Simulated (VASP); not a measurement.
Here is a VASP 6.6.1 calculation.

INCAR

```
SYSTEM = Na
  PREC = Accurate
  ENCUT = 520
  EDIFF = 1E-6
  ISMEAR = -1
  SIGMA = 0.05
  LREAL = .False.
  LASPH = .True.
  NELM = 80
  ALGO = Normal
  ISIF = 2
  LWAVE = .False.
  LCHARG = .False.
  GGA = PE
  NBANDS = 14
```

The input KPOINTS:

```
regular mesh
0
Gamma
  13 13 7
  0 0 0
```

POSCAR

```
Na
1.0
    3.7670009976      0.0000000000      0.0000000000
   -1.8835004988      3.2623185600      0.0000000000
    0.0000000000      0.0000000000      6.3386200000
Na
2
Direct
    0.3333333333      0.6666666667      0.2500000000
    0.6666666667      0.3333333333      0.7500000000
```

Potentials or basis: VASP PAW PBE potentials, release 64 (Na_pv).

The run is started by

```sh
$ cat potpaw_PBE.64/Na_pv/POTCAR > POTCAR
$ mpirun -np 1 vasp_std > vasp.out
```

**Question.** What does it give for the band gap on the k mesh?

**Answer.** Zero (band 7 reaches 1.64 eV, above the bottom of band 8 at -1.74 eV).

**Question.** What does it give for the pressure?

**Answer.** -0.3 GPa.

Stress tensor (GPa, compression positive):
```
-0.27  0.00  0.00
 0.00 -0.27  0.00
 0.00  0.00 -0.47
```

Caveat: the cell differs from its parent crystal (zz strain of +3 %).
